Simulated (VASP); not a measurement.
# SiO2 (a cell with a defect) in VASP: single point with PBEsol

Aim: the single point of SiO2 (a cell with a defect) with PBEsol.

Program: VASP 6.6.1. These are calculated values, not measurements. Logs are shortened: lines on timing, memory, paths and dates and some standing lists are left out, and cuts for length are marked.

### 1 The cell of the first run

The cell holds a defect, 72 atoms: a = 8.389 Å, b = 8.389 Å, c = 8.036 Å, α = 90.00°, β = 90.00°, γ = 90.00°.

### 2 Single point, PBEsol

The input, INCAR:

```
SYSTEM = SiO2
PREC = Accurate
ENCUT = 520
EDIFF = 1E-6
ISMEAR = -1
SIGMA = 0.05
LREAL = Auto
LASPH = .TRUE.
NELM = 100
ALGO = Normal
ISIF = 2
LWAVE = .FALSE.
LCHARG = .FALSE.
GGA = PS
ISYM = 0
NBANDS = 234
```

The input, KPOINTS:

```
Automatic mesh
0
Gamma
  1 1 1
  0.25 0.25 0.25
```

The input, POSCAR:

```
SiO2
1.0
    8.3886930000      0.0000000000      0.0000000000
    0.0000000000      8.3886930000      0.0000000000
    0.0000000000      0.0000000000      8.0356430000
Si O
24 48
Direct
    0.0025210000      0.9975250000      0.0002740000
    0.0016840000      0.9985220000      0.3309690000
    0.9989530000      0.9985780000      0.6694960000
    0.0042820000      0.4959680000      0.9996820000
    0.0040490000      0.4977510000      0.3335180000
    0.0003490000      0.4984740000      0.6682520000
    0.5025340000      0.9949710000      0.0002800000
    0.4987570000      0.9949650000      0.3333520000
    0.5005620000      0.9951410000      0.6661920000
    0.5002130000      0.4989040000      0.9984640000
    0.5029460000      0.4885110000      0.6661270000
    0.2541030000      0.2474950000      0.1676670000
    0.2524020000      0.2460360000      0.5019420000
    0.2518800000      0.2431700000      0.8353630000
    0.2561430000      0.7438790000      0.1681250000
    0.2343890000      0.7566800000      0.5052000000
    0.2511660000      0.7466490000      0.8358830000
    0.7536170000      0.2448530000      0.1646310000
    0.7560940000      0.2418770000      0.4992110000
    0.7506110000      0.2475340000      0.8334440000
    0.7585070000      0.7469960000      0.1627520000
    0.7538910000      0.7454140000      0.4967390000
    0.7513330000      0.7445900000      0.8316300000
    0.5223900000      0.4815370000      0.3316670000
    0.4694740000      0.6419200000      0.4394210000
    0.1539200000      0.1504130000      0.0016230000
    0.1555120000      0.1509010000      0.3341420000
    0.1529050000      0.1486280000      0.6674790000
    0.1560740000      0.6496820000      0.0008670000
    0.1537050000      0.6522130000      0.3342210000
    0.1363230000      0.6616090000      0.6766240000
    0.6564040000      0.1465400000      0.9991410000
    0.6532800000      0.1525310000      0.3341260000
    0.6522710000      0.1526500000      0.6645240000
    0.6568460000      0.6499110000      0.9986840000
    0.6804820000      0.6398950000      0.3228210000
    0.6562180000      0.6463960000      0.6643040000
    0.3490540000      0.3418590000      0.9999200000
    0.3531750000      0.3440720000      0.3369120000
    0.3517570000      0.3336550000      0.6707140000
    0.3493210000      0.8436750000      0.0008840000
    0.3363210000      0.8548130000      0.3333540000
    0.3444830000      0.8459530000      0.6672350000
    0.8511120000      0.3419530000      0.9995390000
    0.8467210000      0.3460510000      0.3341460000
    0.8445940000      0.3462560000      0.6641840000
    0.8487960000      0.8458220000      0.9975320000
    0.8516550000      0.8474710000      0.3319340000
    0.8481370000      0.8436750000      0.6661510000
    0.1011830000      0.3990060000      0.1684720000
    0.0990290000      0.3998260000      0.5021680000
    0.0994320000      0.3996440000      0.8323150000
    0.0971820000      0.9006670000      0.1654360000
    0.0933110000      0.9042820000      0.5012990000
    0.0985070000      0.9037220000      0.8354730000
    0.6026420000      0.3940220000      0.1596570000
    0.5996420000      0.3978090000      0.8354240000
    0.5979730000      0.8975580000      0.1684440000
    0.6005240000      0.9005900000      0.4980810000
    0.5984070000      0.8981580000      0.8313010000
    0.4064510000      0.0950780000      0.1663130000
    0.4045290000      0.0927380000      0.5005990000
    0.4049810000      0.0910430000      0.8348020000
    0.4080010000      0.5902740000      0.1616620000
    0.3483680000      0.5816220000      0.5446210000
    0.4052850000      0.5920570000      0.8345320000
    0.9046440000      0.0957710000      0.1668690000
    0.9044110000      0.0953030000      0.4998850000
    0.9029620000      0.0956570000      0.8328160000
    0.9119410000      0.5943110000      0.1631320000
    0.9077440000      0.5946500000      0.5001180000
    0.9013930000      0.5905750000      0.8355820000
```

Potentials or basis: VASP PAW PBE potentials, release 64 (Si, O).

Started as:

```
cat potpaw_PBE.64/Si/POTCAR potpaw_PBE.64/O/POTCAR > POTCAR
mpirun -np 1 vasp_std > vasp.out
```

OUTCAR:

```text
SYSTEM = SiO2
   PREC = Accurate
   ENCUT = 520
   EDIFF = 1E-6
   ISMEAR = -1
   LREAL = Auto
   LASPH = .TRUE.
   NELM = 100
   ISIF = 2
   GGA = PS
   ISYM = 0

 ion  position               nearest neighbor table
   1  0.003  0.998  0.000-  55 1.74  53 1.75  67 1.77  69 1.78  26 1.80  47 1.81   2 2.66   3 2.66

   2  0.002  0.999  0.331-  67 1.75  53 1.76  54 1.76  68 1.78  48 1.79  27 1.82   1 2.66   3 2.72
                            16 3.14
   3  0.999  0.999  0.669-  69 1.74  54 1.75  55 1.76  68 1.77  28 1.80  49 1.81   1 2.66   2 2.72
                            16 3.12
   4  0.004  0.496  1.000-  70 1.73  52 1.76  72 1.76  50 1.78  29 1.81  44 1.82   6 2.66   5 2.68

   5  0.004  0.498  0.334-  71 1.76  50 1.76  70 1.77  51 1.77  30 1.80  45 1.83   4 2.68   6 2.69

   6  0.000  0.498  0.668-  71 1.75  72 1.76  52 1.77  51 1.78  31 1.78  46 1.83   4 2.66   5 2.69
[... 31 lines left out ...]
  22  0.754  0.745  0.497-  36 1.77  49 1.78  48 1.78  37 1.78  71 1.81  59 1.83  21 2.68  23 2.69

  23  0.751  0.745  0.832-  35 1.75  49 1.77  37 1.77  47 1.78  72 1.80  60 1.82  21 2.66  22 2.69

  24  0.522  0.482  0.332-  25 1.66  56 1.70  39 1.83  36 1.88  64 1.90  65 2.40  10 2.69  11 2.69
                            18 3.08  19 3.11
  25  0.469  0.642  0.439-  65 1.42  24 1.66  11 2.25  16 2.26
  26  0.154  0.150  0.002-  14 1.75  12 1.77   1 1.80
  27  0.156  0.151  0.334-  13 1.77  12 1.77   2 1.82
  28  0.153  0.149  0.667-  13 1.77  14 1.77   3 1.80
  29  0.156  0.650  0.001-  17 1.75  15 1.77   4 1.81
  30  0.154  0.652  0.334-  15 1.76  16 1.76   5 1.80
  31  0.136  0.662  0.677-  17 1.75   6 1.78  16 1.79
[... 31 lines left out ...]
  63  0.405  0.091  0.835-   7 1.76   9 1.77  14 1.81
  64  0.408  0.590  0.162-  10 1.70  15 1.81  24 1.90
  65  0.348  0.582  0.545-  25 1.42  16 1.78  11 1.80  24 2.40
  66  0.405  0.592  0.835-  10 1.73  11 1.80  17 1.83
  67  0.905  0.096  0.167-   2 1.75   1 1.77  18 1.78
  68  0.904  0.095  0.500-  19 1.75   3 1.77   2 1.78
  69  0.903  0.096  0.833-   3 1.74   1 1.78  20 1.80
  70  0.912  0.594  0.163-   4 1.73   5 1.77  21 1.82
  71  0.908  0.595  0.500-   6 1.75   5 1.76  22 1.81
  72  0.901  0.591  0.836-   6 1.76   4 1.76  23 1.80

IMPORTANT INFORMATION: All symmetrisations will be switched off!
NOSYMM: (Re-)initialisation of all symmetry stuff for point group C_1.

----------------------------------------------------------------------------------------

                                     Primitive cell

  volume of cell :     565.4696

  direct lattice vectors                    reciprocal lattice vectors
     8.388693000  0.000000000  0.000000000     0.119208082  0.000000000  0.000000000
     0.000000000  8.388693000  0.000000000     0.000000000  0.119208082  0.000000000
     0.000000000  0.000000000  8.035643000     0.000000000  0.000000000  0.124445548

  length of vectors
     8.388693000  8.388693000  8.035643000     0.119208082  0.119208082  0.124445548

  position of ions in fractional coordinates (direct lattice)
     0.002521000  0.997525000  0.000274000
     0.001684000  0.998522000  0.330969000
     0.998953000  0.998578000  0.669496000
     0.004282000  0.495968000  0.999682000
     0.004049000  0.497751000  0.333518000
     0.000349000  0.498474000  0.668252000
[... 64 lines left out ...]
     0.907744000  0.594650000  0.500118000
     0.901393000  0.590575000  0.835582000

  ion indices of the primitive-cell ions
   primitive index   ion index
                 1           1
                 2           2
                 3           3
                 4           4
                 5           5
                 6           6
[... 64 lines left out ...]
                71          71
                72          72

----------------------------------------------------------------------------------------

 KPOINTS: Automatic mesh

Automatic generation of k-mesh.
 Grid dimensions read from file:
 generate k-points for:    1    1    1

 Generating k-lattice:

  Cartesian coordinates                     Fractional coordinates (reciprocal lattice)
     0.119208082  0.000000000  0.000000000     1.000000000  0.000000000  0.000000000
     0.000000000  0.119208082  0.000000000     0.000000000  1.000000000  0.000000000
     0.000000000  0.000000000  0.124445548     0.000000000  0.000000000  1.000000000

  Length of vectors
     0.119208082  0.119208082  0.124445548

  Shift w.r.t. Gamma in fractional coordinates (k-lattice)
     0.250000000  0.250000000  0.250000000

 Subroutine IBZKPT returns following result:
 ===========================================

 Found      4 irreducible k-points:

 Following reciprocal coordinates:
            Coordinates               Weight
  0.250000  0.250000  0.250000      2.000000
 -0.250000  0.250000  0.250000      2.000000
 -0.250000 -0.250000  0.250000      2.000000
  0.250000 -0.250000  0.250000      2.000000
   k-points           NKPTS =      4   k-points in BZ     NKDIM =      4   number of bands    NBANDS=    234
   number of dos      NEDOS =    301   number of ions     NIONS =     72
   total plane-waves  NPLWV = 245760
   dimension x,y,z NGX =    64 NGY =   64 NGZ =   60
   dimension x,y,z NGXF=   128 NGYF=  128 NGZF=  120
   ions per type =              24  48
   NGX,Y,Z   is equivalent  to a cutoff of  12.68, 12.68, 12.41 a.u.
   NGXF,Y,Z  is equivalent  to a cutoff of  25.37, 25.37, 24.83 a.u.
 SYSTEM =  SiO2
   PREC   = accura    normal or accurate (medium, high low for compatibility)
   ISTART =      0    job   : 0-new  1-cont  2-samecut
   ICHARG =      2    charge: 1-file 2-atom 10-const
   ISPIN  =      1    spin polarized calculation?
   LNONCOLLINEAR =      F non collinear calculations
   LSORBIT =      F    spin-orbit coupling
   LASPH  =      T    aspherical Exc in radial PAW
   ENCUT  =  520.0 eV  38.22 Ry    6.18 a.u.  15.60 15.60 14.94*2*pi/ulx,y,z
   NELM   =    100;   NELMIN=  2; NELMDL= -5     # of ELM steps
   EDIFF  = 0.1E-05   stopping-criterion for ELM
   LREAL  =      T    real-space projection
   EDIFFG = 0.1E-04   stopping-criterion for IOM
   NSW    =      0    number of steps for IOM
   IBRION =     -1    ionic relax: 0-MD 1-quasi-New 2-CG
   NFREE  =      0    steps in history (QN), initial steepest desc. (CG)
   ISIF   =      2    stress and relaxation
   ISYM   =      0    0-nonsym 1-usesym 2-fastsym
   POTIM  = 0.5000    time-step for ionic-motion
   TEBEG  =    0.0;   TEEND  =   0.0 temperature during run
   PSTRESS=    0.0 pullay stress
   NELECT =     384.0000    total number of electrons
   NUPDOWN=      -1.0000    fix difference up-down
   EMIN   =  10.00;   EMAX   =-10.00  energy-range for DOS
   EFERMI =   0.00;   METHOD = LEGACY
   ISMEAR =    -1;   SIGMA  =   0.05  broadening in eV -4-tet -1-fermi 0-gaus
   EFERMI_NEDOS =   21; number of points for ismear=-14 and -15
   IALGO  =     38    algorithm
   IMIX   =      4    mixing-type and parameters
     AMIX     =   0.40;   BMIX     =  1.00
     AMIX_MAG =   1.60;   BMIX_MAG =  1.00
  volume/ion in A,a.u.               =       7.85        53.00
  Fermi-wavevector in a.u.,A,eV,Ry     =   1.438960  2.719241 28.172317  2.070607
  Thomas-Fermi vector in A             =   2.557869
   LORBIT       =      0    0 simple, 1 ext, 2 COOP (PROOUT), +10 PAW based schemes
   GGA     = PS    functional components
   LHFCALC =     F    Hartree Fock is set to
   AEXX    =    0.0000 exact exchange contribution
   IVDW    =     0    specifies the selected vdW correction
   LEPSILON=     F    determine dielectric tensor
   LRPA    =     F    only Hartree local field effects (RPA)
 non-spin polarized calculation
  energy-cutoff  :      520.00
  volume of cell :      565.47
 maximum number of plane-waves:     15222
 NGX is ok and might be reduce to    64
   NGX = 31   NGY = 31   NGZ = 29

 number of electron     383.9999954 magnetization

 Free energy of the ion-electron system (eV)
  ---------------------------------------------------
  ext. energy  EPLUGINS =         0.00000000
  ---------------------------------------------------
  free energy    TOTEN  =      -576.11893038 eV

  energy without entropy =     -576.11893038  energy(sigma->0) =     -576.11893038

 E-fermi :  10.1332     XC(G=0): -12.4763

 val. band max:        8.9169573063   @ k =   0.2500   0.2500   0.2500
 cond. band min:      12.6130313368   @ k =  -0.2500   0.2500   0.2500
 fundamental gap:      3.6960740305
 Fermi energy:        10.1331989688

 k-point     1 :       0.2500    0.2500    0.2500
  band No.  band energies     occupation
      1     -15.7424      2.00000
      2     -14.1462      2.00000
      3     -13.6544      2.00000
      4     -13.5287      2.00000
      5     -13.3780      2.00000
      6     -13.1118      2.00000
[... 817 lines left out ...]
    203      15.6537      0.00000
    204      15.7838      0.00000
 [bands above 204 left out]

------------------------ aborting loop because EDIFF is reached ----------------------------------------

  FORCE on cell =-STRESS in cart. coord.  units (eV):
  Direction    XX          YY          ZZ          XY          YZ          ZX
  --------------------------------------------------------------------------------------
  -------------------------------------------------------------------------------------
  Total       19.6892148     13.0649482     19.7654567     -4.3469098     -0.8200485     -7.8947025
  in kB       55.7865807     37.0176666     56.0026014    -12.3163486     -2.3234904    -22.3685132
  external PRESSURE =      49.6022829 kB  Pullay stress =       0.0000000 kB

 VOLUME and BASIS-vectors are now :
 -----------------------------------------------------------------------------
  energy-cutoff  :      520.00
  volume of cell :      565.47
      direct lattice vectors                 reciprocal lattice vectors
     8.388693000  0.000000000  0.000000000     0.119208082  0.000000000  0.000000000
     0.000000000  8.388693000  0.000000000     0.000000000  0.119208082  0.000000000
     0.000000000  0.000000000  8.035643000     0.000000000  0.000000000  0.124445548

 POSITION                                       TOTAL-FORCE (eV/Angst)
 -----------------------------------------------------------------------------------
      0.02115      8.36793      0.00220        -0.011995      0.014841      0.000955
      0.01413      8.37629      2.65955         0.019865     -0.000720      0.035215
      8.37991      8.37676      5.37983         0.009988     -0.012322     -0.032042
      0.03592      4.16052      8.03309         0.002342     -0.006160     -0.002690
      0.03397      4.17548      2.68003         0.002055      0.004057      0.000217
      0.00293      4.18155      5.36983         0.009161     -0.001262     -0.009936
[... 64 lines left out ...]
      7.61479      4.98834      4.01877        -0.031957      0.022779     -0.000954
      7.56151      4.95415      6.71444        -0.027209      0.026588      0.003843
 -----------------------------------------------------------------------------------
    total drift:                               -0.021525      0.029921     -0.019997

  FREE ENERGIE OF THE ION-ELECTRON SYSTEM (eV)
  ---------------------------------------------------
  free  energy   TOTEN  =      -576.1189303773 eV

  energy  without entropy=     -576.1189303772  energy(sigma->0) =     -576.11893038
```

Run time: 8.4 min. Hardware: 1 thread of Intel Xeon 6975P-C (Granite Rapids), shared host; peak memory 0.7 GiB.

Results:

| Quantity | Value |
| --- | --- |
| Free energy | -576.1189 eV |
| Pressure | 5.0 GPa |
| Largest force | 0.316 eV/Å |
| Band gap on the k mesh | 3.70 eV |

Forces on the atoms (eV/Å):
```
Si  -0.012  0.015  0.001
Si   0.020 -0.001  0.035
Si   0.010 -0.012 -0.032
Si   0.002 -0.006 -0.003
Si   0.002  0.004  0.000
Si   0.009 -0.001 -0.010
Si  -0.002  0.004  0.002
Si  -0.005  0.000  0.009
Si  -0.002 -0.001 -0.004
Si   0.023 -0.028  0.019
Si   0.013 -0.024 -0.027
Si  -0.014 -0.009  0.000
Si  -0.008  0.001  0.010
Si  -0.005 -0.002 -0.011
Si  -0.016  0.011  0.003
Si  -0.009  0.006 -0.010
Si   0.001  0.002 -0.008
Si   0.012 -0.002 -0.006
Si   0.006  0.006  0.010
Si   0.005 -0.013  0.004
Si   0.008  0.017 -0.021
Si  -0.005  0.010  0.016
Si   0.011  0.015  0.003
Si   0.009 -0.070 -0.023
O    0.211  0.188 -0.143
O   -0.019 -0.018  0.008
O   -0.021 -0.018  0.003
O   -0.014 -0.015  0.001
O   -0.031 -0.027  0.012
O   -0.014 -0.028 -0.006
O   -0.007 -0.031 -0.011
O   -0.025 -0.030 -0.002
O   -0.038 -0.012  0.008
O   -0.026 -0.020 -0.011
O   -0.029 -0.031  0.021
O   -0.050 -0.038  0.038
O   -0.039 -0.042 -0.018
O    0.032  0.031 -0.006
O    0.050  0.034  0.007
O    0.026  0.017 -0.015
O    0.028  0.029 -0.003
O    0.024  0.018  0.012
O    0.043  0.024 -0.002
O    0.027  0.028  0.005
O    0.016  0.025  0.001
O    0.014  0.035 -0.007
O    0.020  0.025 -0.010
O   -0.003  0.003 -0.005
O    0.009  0.020 -0.001
O    0.029 -0.024  0.003
O    0.025 -0.017  0.003
O    0.018 -0.028 -0.002
O    0.040 -0.042 -0.004
O   -0.005  0.002 -0.008
O    0.038 -0.035 -0.004
O    0.022 -0.051 -0.041
O    0.045 -0.011  0.000
O    0.033 -0.029  0.004
O    0.029 -0.026  0.002
O    0.028 -0.032  0.001
O   -0.024  0.027  0.002
O   -0.025  0.030 -0.006
O   -0.027  0.025 -0.002
O   -0.031  0.032  0.031
O   -0.222 -0.095  0.190
O   -0.042  0.041 -0.019
O   -0.027  0.024 -0.008
O   -0.011  0.013  0.000
O   -0.030  0.032  0.014
O   -0.042  0.029  0.010
O   -0.032  0.023 -0.001
O   -0.027  0.027  0.004
```

Caveat: the PAW data sets were made with another functional, which shifts forces and pressure a little.
